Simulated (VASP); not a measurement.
Pd, 1 atom in the cell. The structure is tetragonal, space group I4/mmm (No. 139). Conventional cell: a = 2.888 Å, b = 2.888 Å, c = 3.793 Å, α = 90.00°, β = 90.00°, γ = 90.00°. Pd (site symmetry 4/mmm) has 12 Pd at 2.79 to 2.89 Å within 3.7 Å.  This cell differs from its parent crystal: strain +0.050 along x and y, -0.025 along z.

```yaml
Program: VASP 6.6.1
Task: single point
Functional: PBE
Potentials_or_basis: VASP PAW PBE potentials, release 64 (Pd)
Cutoff: 520 eV
k_mesh: 8 × 8 × 8
Occupations: gaussian, width 0.15 eV
Spin: no spin polarisation
Dipole_correction: no
Further_INCAR_settings: ALGO = Normal; EDIFF = 1e-06; NBANDS = 11
```

Potentials or basis: VASP PAW PBE potentials, release 64 (Pd).

Command:

```bash
$ cat potpaw_PBE.64/Pd/POTCAR > POTCAR
$ mpirun -np 1 vasp_std > vasp.out
```

Hardware: 1 thread of AMD EPYC 7R43 64-Core Processor (Zen 3), on a shared host.

Problem. Estimate the wall time of this run.

Solution. It took 12 s on 1 thread of AMD EPYC 7R43 64-Core Processor (Zen 3), on a shared host, peak memory 0.11 GiB. Counts: scf iterations 11, k points 59.
